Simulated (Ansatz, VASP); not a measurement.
**AlFe3B: VASP beside Ansatz**

```
Fe Al B
1.0
     3.78410    0.00000    0.00000
     0.00000    3.78410    0.00000
     0.00000    0.00000    3.82232
Fe Al B
3 1 1
Cartesian
  0.0000 0.0000 1.9112
  0.0000 1.8920 0.0000
  1.8920 0.0000 0.0000
  1.8920 1.8920 1.9112
  0.0000 0.0000 0.0000
```

Alike in both runs: task single point; functional PBEsol; k mesh 6 × 6 × 6; occupations fermi-dirac, width 0.05 eV; collinear spin.

```csv
,VASP,Ansatz
version,VASP 6.6.1,Ansatz 0.2.0
potentials or method,"VASP PAW PBE potentials, release 64 (Fe, Al, B)",Ansatz PAW
plane-wave cutoff (eV),520,420
valence electrons in the cell,30,54
```

Ansatz gave:

| Quantity | Value |
| --- | --- |
| gap on the k mesh at the Fermi level (eV) | none |
| pressure (GPa) | -4.0 |
| traceless stress, the component that is largest in VASP (GPa) | -2.25 |
| net moment per atom (μB) | 0.81 |
| size of the moment on the site where the two differ most (μB) | 1.34 |

Task: Estimate VASP's values.

Result: gap on the k mesh at the Fermi level (eV): none; pressure (GPa): -3.3; traceless stress, the component that is largest in VASP (GPa): -2.28; net moment per atom (μB): 0.81; size of the moment on the site where the two differ most (μB): 1.44.

VASP's potentials were made for PBE, not for PBEsol. Site moments also hang on the region over which each program counts them. A gap of «none» marks a metal or a gap that the smearing closes. VASP's potentials hold 30 valence electrons a cell and Ansatz's 54, so a difference there can come from the potentials and not from the codes.
